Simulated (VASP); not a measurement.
# Ca2C (Fm-3m) in VASP: notebook, part 2 of 2

VASP 6.6.1. Earlier steps stand in the parts before.

### Step 3. Single point, PBE (18.37 Å³/atom)

This run uses another cell than the first one, of 18.37 Å³/atom.

Input file INCAR:

```
PREC = Accurate
ENCUT = 600
EDIFF = 1E-6
ISMEAR = 0
SIGMA = 0.01
LREAL = F
LASPH = T
NELM = 120
ALGO = Normal
ISIF = 2
LWAVE = F
LCHARG = F
GGA = PE
NBANDS = 19
GGA_COMPAT = F
```

Input file KPOINTS:

```
Automatic mesh
0
Gamma
  4 4 4
```

Input file POSCAR:

```
Ca2C
1.0
    0.0000000000      3.0206111597      3.0206111597
    3.0206111597      0.0000000000      3.0206111597
    3.0206111597      3.0206111597      0.0000000000
C Ca
1 2
Direct
    0.0000000000      0.0000000000      0.0000000000
    0.2500000000      0.2500000000      0.2500000000
    0.7500000000      0.7500000000      0.7500000000
```

Potentials or basis: VASP PAW PBE potentials, release 64 (C, Ca_sv).

On the command line:

```sh
$ cat potpaw_PBE.64/C/POTCAR potpaw_PBE.64/Ca_sv/POTCAR > POTCAR
$ mpirun -np 1 vasp_std > vasp.out
```

OUTCAR:

```text
PREC = Accurate
   ENCUT = 600
   EDIFF = 1E-6
   ISMEAR = 0
   LREAL = F
   LASPH = T
   NELM = 120
   ISIF = 2
   GGA = PE

 ion  position               nearest neighbor table
   1  0.000  0.000  0.000-   2 2.62   3 2.62   3 2.62   3 2.62   3 2.62   2 2.62   2 2.62   2 2.62

   2  0.250  0.250  0.250-   1 2.62   1 2.62   1 2.62   1 2.62   3 3.02   3 3.02   3 3.02   3 3.02
                             3 3.02   3 3.02
   3  0.750  0.750  0.750-   1 2.62   1 2.62   1 2.62   1 2.62   2 3.02   2 3.02   2 3.02   2 3.02
                             2 3.02   2 3.02

  LATTYP: Found a face centered cubic cell.
 ALAT       =     6.0412223194

  Lattice vectors:

 A1 = (   0.0000000000,   3.0206111597,   3.0206111597)
 A2 = (   3.0206111597,   0.0000000000,   3.0206111597)
 A3 = (   3.0206111597,   3.0206111597,   0.0000000000)

Analysis of symmetry for initial positions (statically):
=====================================================================
 Subroutine PRICEL returns:
 Original cell was already a primitive cell.

 Routine SETGRP: Setting up the symmetry group for a
 face centered cubic supercell.

 Subroutine GETGRP returns: Found 48 space group operations
 (whereof 48 operations were pure point group operations)
 out of a pool of 48 trial point group operations.

The static configuration has the point symmetry O_h .

Analysis of symmetry for dynamics (positions and initial velocities):
=====================================================================
 Subroutine PRICEL returns:
 Original cell was already a primitive cell.

 Routine SETGRP: Setting up the symmetry group for a
 face centered cubic supercell.

 Subroutine GETGRP returns: Found 48 space group operations
 (whereof 48 operations were pure point group operations)
 out of a pool of 48 trial point group operations.

The dynamic configuration has the point symmetry O_h .

 Subroutine INISYM returns: Found 48 space group operations
 (whereof 48 operations are pure point group operations),
 and found     1 'primitive' translations

----------------------------------------------------------------------------------------

                                     Primitive cell

  volume of cell :      55.1207

  direct lattice vectors                    reciprocal lattice vectors
     0.000000000  3.020611160  3.020611160    -0.165529416  0.165529416  0.165529416
     3.020611160  0.000000000  3.020611160     0.165529416 -0.165529416  0.165529416
     3.020611160  3.020611160  0.000000000     0.165529416  0.165529416 -0.165529416

  length of vectors
     4.271789269  4.271789269  4.271789269     0.286705358  0.286705358  0.286705358

  position of ions in fractional coordinates (direct lattice)
     0.000000000  0.000000000  0.000000000
     0.250000000  0.250000000  0.250000000
     0.750000000  0.750000000  0.750000000

  ion indices of the primitive-cell ions
   primitive index   ion index
                 1           1
                 2           2
                 3           3

----------------------------------------------------------------------------------------

 KPOINTS: Automatic mesh

Automatic generation of k-mesh.
 Grid dimensions read from file:
 generate k-points for:    4    4    4

 Generating k-lattice:

  Cartesian coordinates                     Fractional coordinates (reciprocal lattice)
    -0.041382354  0.041382354  0.041382354     0.250000000  0.000000000  0.000000000
     0.041382354 -0.041382354  0.041382354     0.000000000  0.250000000  0.000000000
     0.041382354  0.041382354 -0.041382354     0.000000000  0.000000000  0.250000000

  Length of vectors
     0.071676339  0.071676339  0.071676339

  Shift w.r.t. Gamma in fractional coordinates (k-lattice)
     0.000000000  0.000000000  0.000000000

 Subroutine IBZKPT returns following result:
 ===========================================

 Found      8 irreducible k-points:

 Following reciprocal coordinates:
            Coordinates               Weight
  0.000000  0.000000  0.000000      1.000000
  0.250000  0.000000  0.000000      8.000000
  0.500000  0.000000  0.000000      4.000000
  0.250000  0.250000  0.000000      6.000000
  0.500000  0.250000  0.000000     24.000000
 -0.250000  0.250000  0.000000     12.000000
  0.500000  0.500000  0.000000      3.000000
 -0.250000  0.500000  0.250000      6.000000
   k-points           NKPTS =      8   k-points in BZ     NKDIM =      8   number of bands    NBANDS=     19
   number of dos      NEDOS =    301   number of ions     NIONS =      3
   total plane-waves  NPLWV =  46656
   dimension x,y,z NGX =    36 NGY =   36 NGZ =   36
   dimension x,y,z NGXF=    72 NGYF=   72 NGZF=   72
   ions per type =               1   2
   NGX,Y,Z   is equivalent  to a cutoff of  14.01, 14.01, 14.01 a.u.
   NGXF,Y,Z  is equivalent  to a cutoff of  28.02, 28.02, 28.02 a.u.
 SYSTEM =  unknown system
   PREC   = accura    normal or accurate (medium, high low for compatibility)
   ISTART =      0    job   : 0-new  1-cont  2-samecut
   ICHARG =      2    charge: 1-file 2-atom 10-const
   ISPIN  =      1    spin polarized calculation?
   LNONCOLLINEAR =      F non collinear calculations
   LSORBIT =      F    spin-orbit coupling
   LASPH  =      T    aspherical Exc in radial PAW
   ENCUT  =  600.0 eV  44.10 Ry    6.64 a.u.   8.53  8.53  8.53*2*pi/ulx,y,z
   NELM   =    120;   NELMIN=  2; NELMDL= -5     # of ELM steps
   EDIFF  = 0.1E-05   stopping-criterion for ELM
   LREAL  =      F    real-space projection
   EDIFFG = 0.1E-04   stopping-criterion for IOM
   NSW    =      0    number of steps for IOM
   IBRION =     -1    ionic relax: 0-MD 1-quasi-New 2-CG
   NFREE  =      0    steps in history (QN), initial steepest desc. (CG)
   ISIF   =      2    stress and relaxation
   ISYM   =      2    0-nonsym 1-usesym 2-fastsym
   POTIM  = 0.5000    time-step for ionic-motion
   TEBEG  =    0.0;   TEEND  =   0.0 temperature during run
   PSTRESS=    0.0 pullay stress
   NELECT =      24.0000    total number of electrons
   NUPDOWN=      -1.0000    fix difference up-down
   EMIN   =  10.00;   EMAX   =-10.00  energy-range for DOS
   EFERMI =   0.00;   METHOD = LEGACY
   ISMEAR =     0;   SIGMA  =   0.01  broadening in eV -4-tet -1-fermi 0-gaus
   EFERMI_NEDOS =   21; number of points for ismear=-14 and -15
   IALGO  =     38    algorithm
   IMIX   =      4    mixing-type and parameters
     AMIX     =   0.40;   BMIX     =  1.00
     AMIX_MAG =   1.60;   BMIX_MAG =  1.00
  volume/ion in A,a.u.               =      18.37       123.99
  Fermi-wavevector in a.u.,A,eV,Ry     =   1.240815  2.344801 20.947833  1.539622
  Thomas-Fermi vector in A             =   2.375240
   LORBIT       =      0    0 simple, 1 ext, 2 COOP (PROOUT), +10 PAW based schemes
   GGA     = PE    functional components
   LHFCALC =     F    Hartree Fock is set to
   AEXX    =    0.0000 exact exchange contribution
   IVDW    =     0    specifies the selected vdW correction
   LEPSILON=     F    determine dielectric tensor
   LRPA    =     F    only Hartree local field effects (RPA)
 non-spin polarized calculation
 Gauss-broadening in eV      SIGMA  =   0.01
  energy-cutoff  :      600.00
  volume of cell :       55.12
 maximum number of plane-waves:      1856
 NGX is ok and might be reduce to    36
   NGX = 17   NGY = 17   NGZ = 17

 number of electron      24.0000000 magnetization

 Free energy of the ion-electron system (eV)
  ---------------------------------------------------
  ext. energy  EPLUGINS =         0.00000000
  ---------------------------------------------------
  free energy    TOTEN  =       -11.89083032 eV

  energy without entropy =      -11.89083032  energy(sigma->0) =      -11.89083032

 E-fermi :   3.9552     XC(G=0):  -9.9153

 val. band max:        3.9151775844   @ k =   0.5000   0.5000   0.0000
 cond. band min:       3.9943828907   @ k =   0.5000   0.5000   0.0000
 fundamental gap:      0.0792053062
 Fermi energy:         3.9552168366

 k-point     1 :       0.0000    0.0000    0.0000
  band No.  band energies     occupation
      1     -36.2278      2.00000
      2     -35.9124      2.00000
      3     -17.4380      2.00000
      4     -17.4380      2.00000
      5     -17.4380      2.00000
      6     -16.8598      2.00000
[... 11 lines left out ...]
     18      10.1596      0.00000
     19      10.9436      0.00000
[... 137 lines left out ...]
      3     -17.6851      2.00000
      4     -17.6505      2.00000
      5     -17.1885      2.00000
      6     -17.1885      2.00000
[... 11 lines left out ...]
     18       8.5617      0.00000
     19      10.0100      0.00000

------------------------ aborting loop because EDIFF is reached ----------------------------------------

  FORCE on cell =-STRESS in cart. coord.  units (eV):
  Direction    XX          YY          ZZ          XY          YZ          ZX
  --------------------------------------------------------------------------------------
  -------------------------------------------------------------------------------------
  Total        2.8590195      2.8590195      2.8590195     -0.0000000      0.0000000     -0.0000000
  in kB       83.1023379     83.1023379     83.1023379     -0.0000000      0.0000000     -0.0000000
  external PRESSURE =      83.1023379 kB  Pullay stress =       0.0000000 kB

 VOLUME and BASIS-vectors are now :
 -----------------------------------------------------------------------------
  energy-cutoff  :      600.00
  volume of cell :       55.12
      direct lattice vectors                 reciprocal lattice vectors
     0.000000000  3.020611160  3.020611160    -0.165529416  0.165529416  0.165529416
     3.020611160  0.000000000  3.020611160     0.165529416 -0.165529416  0.165529416
     3.020611160  3.020611160  0.000000000     0.165529416  0.165529416 -0.165529416

 POSITION                                       TOTAL-FORCE (eV/Angst)
 -----------------------------------------------------------------------------------
      0.00000      0.00000      0.00000         0.000000      0.000000     -0.000000
      1.51031      1.51031      1.51031        -0.000000     -0.000000     -0.000000
      4.53092      4.53092      4.53092         0.000000      0.000000      0.000000
 -----------------------------------------------------------------------------------
    total drift:                                0.000000      0.000000      0.000000

  FREE ENERGIE OF THE ION-ELECTRON SYSTEM (eV)
  ---------------------------------------------------
  free  energy   TOTEN  =       -11.8908303238 eV

  energy  without entropy=      -11.8908303237  energy(sigma->0) =      -11.89083032
```

OSZICAR:

```text
N       E                     dE             d eps       ncg     rms          rms(c)
DAV:   1     0.225935528401E+03    0.22594E+03   -0.13535E+04   304   0.139E+03
DAV:   2     0.209005605287E+01   -0.22385E+03   -0.22011E+03   307   0.381E+02
DAV:   3    -0.143171488716E+02   -0.16407E+02   -0.16327E+02   538   0.794E+01
DAV:   4    -0.148265723433E+02   -0.50942E+00   -0.50869E+00   416   0.141E+01
DAV:   5    -0.148386476620E+02   -0.12075E-01   -0.12073E-01   466   0.169E+00    0.920E+00
DAV:   6    -0.121480156663E+02    0.26906E+01   -0.26204E+01   355   0.139E+01    0.398E+00
DAV:   7    -0.119421377275E+02    0.20588E+00   -0.20437E+00   328   0.576E+00    0.183E+00
DAV:   8    -0.118896044596E+02    0.52533E-01   -0.20106E-01   364   0.278E+00    0.304E-01
DAV:   9    -0.118906830376E+02   -0.10786E-02   -0.83588E-03   408   0.514E-01    0.200E-01
DAV:  10    -0.118908334572E+02   -0.15042E-03   -0.15654E-03   420   0.315E-01    0.467E-02
DAV:  11    -0.118908257719E+02    0.76853E-05   -0.19023E-04   362   0.119E-01    0.175E-02
DAV:  12    -0.118908304657E+02   -0.46938E-05   -0.11798E-05   469   0.280E-02    0.243E-03
DAV:  13    -0.118908303238E+02    0.14188E-06   -0.55791E-07   234   0.608E-03
   1 F= -.11890830E+02 E0= -.11890830E+02  d E =-.115271E-09
```

It took 14 s on 1 thread of Intel Xeon Platinum 8259CL at 2.50GHz (Skylake/Cascade Lake), shared host; peak memory 0.2 GiB.

Results:

- Free energy: -11.8908 eV
- Pressure: 8.3 GPa
- Band gap on the k mesh: 0.08 eV

Levels at points of the mesh, in eV from the valence-band top:
| k point | band 9 | band 10 | band 11 | band 12 | band 13 | band 14 | band 15 | band 16 |
| --- | --- | --- | --- | --- | --- | --- | --- | --- |
| (0.00, 0.00, 0.00) | -8.63 | -1.38 | -1.38 | -1.38 | 1.13 | 1.76 | 1.76 | 6.24 |
| (0.50, 0.00, 0.00) | -7.89 | -2.01 | -0.56 | -0.56 | 2.74 | 3.08 | 3.08 | 4.69 |
| (0.50, 0.50, 0.00) | -7.75 | -2.16 | 0.00 | 0.00 | 0.08 | 2.61 | 2.69 | 5.01 |

Caveat: the k points lie up to 0.45 Å⁻¹ apart.
